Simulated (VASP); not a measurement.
Write the native input for VASP 6.6.1 that does the following.

* Task: single point
* Functional: r2SCAN
* Potentials or basis: VASP PAW PBE potentials, release 64 (C, Sn_d)
* Cutoff: 520 eV
* k mesh: 4 × 4 × 4
* Occupations: fermi-dirac, width 0.112 eV
* Spin: no spin polarisation
* Dipole correction: no
* Further INCAR settings: ALGO = Normal; EDIFF = 1e-07; NBANDS = 31

Crystal: Sn3C.

```
C Sn
1.0
     1.99506    1.15185    7.24843
    -1.99506    1.15185    7.24843
     0.00000   -2.30369    7.24843
C Sn
1 3
Cartesian
  1.9127 1.2325 7.1631
  0.0926 -0.0920 10.7615
  -0.0662 0.0500 7.7848
  -0.0536 0.0281 19.5200
```

One way to write it, as run:

POSCAR

```
Sn3C
1.0
    1.9950560000      1.1518460000      7.2484320000
   -1.9950560000      1.1518460000      7.2484320000
    0.0000000000     -2.3036930000      7.2484320000
C Sn
1 3
Direct
    0.9870975040      0.0283790520     -0.0272551034
    0.5047748309      0.4583641036      0.5215211962
    0.3486448782      0.3818178819      0.3435408313
    0.8882967444      0.9151701755      0.8895287514
```

INCAR.step1

```
PREC = Accurate ; ENCUT = 520
ISMEAR = -1 ; SIGMA = 0.112
LREAL = F ; LASPH = T
NELM = 80 ; NBANDS = 31
GGA = PE ; ALGO = Normal
EDIFF = 1E-4 ; LWAVE = T
LCHARG = F
```

INCAR.step2

```
PREC = Accurate ; ENCUT = 520
EDIFF = 1E-7 ; ISMEAR = -1
SIGMA = 0.112 ; LREAL = F
LASPH = T ; NELM = 80
ALGO = Normal ; ISIF = 2
LWAVE = F ; LCHARG = F
METAGGA = R2SCAN ; LMIXTAU = T
NBANDS = 31 ; ISTART = 1
```

KPOINTS

```
regular mesh
0
Gamma
  4 4 4
```

Potentials or basis: VASP PAW PBE potentials, release 64 (C, Sn_d).

Command:

```console
$ cat potpaw_PBE.64/C/POTCAR potpaw_PBE.64/Sn_d/POTCAR > POTCAR
$ cp INCAR.step1 INCAR
$ mpirun -np 1 vasp_std > vasp.out
$ cp INCAR.step2 INCAR
$ mpirun -np 1 vasp_std > vasp.out
```

Results of the run:

- Pressure: 1.0 GPa
- Largest force: 1.761 eV/Å
- Band gap on the k mesh: zero (bands 23 and 24 overlap by 1.47 eV)

Caveat: the k points lie up to 0.46 Å⁻¹ apart, too coarse for converged energies and pressures of a metal; the atoms stand as in a frame of molecular dynamics; the PAW data sets were made with another functional, which shifts forces and pressure a little; spin-orbit coupling is left out, which moves the levels of the heavy elements.

It took 12 min on 1 thread of Intel(R) Xeon(R) 6975P-C (Granite Rapids), with other jobs on the host, peak memory 0.57 GiB.
